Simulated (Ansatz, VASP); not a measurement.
Pb in VASP and in Ansatz

```
CELL_PARAMETERS angstrom
2.47709 1.43015 1.60838
-2.47709 1.43015 1.60838
0.00000 -2.86029 1.60838
ATOMIC_POSITIONS crystal
Pb 0.00000 0.00000 0.00000
```

Alike in both runs: task relaxation of cell and atoms; functional PBE; k mesh 18 × 18 × 18; occupations gaussian, width 0.1 eV; no spin polarisation.

|  | VASP | Ansatz |
| --- | --- | --- |
| version | VASP 6.6.1 | Ansatz 0.2.0 |
| potentials or method | VASP PAW PBE potentials, release 64 (Pb_d), cutoff 600 eV | scalar-relativistic, plane waves, PAW |
| valence electrons in the cell | 14 | 14 |

|  | VASP | Ansatz | Ansatz less VASP |
| --- | --- | --- | --- |
| gap on the k mesh at the Fermi level, each at its own relaxed structure (eV) | none | none | - |
| relaxed volume (Å³/atom) | 34.15 | 34.13 | -0.018 |
| relaxed length of the cell vector where the two differ most in proportion (Å) | 3.280 | 3.279 | -0.0007 |

A gap of «none» marks a metal or a gap that the smearing closes.

Spin-orbit coupling is off throughout.
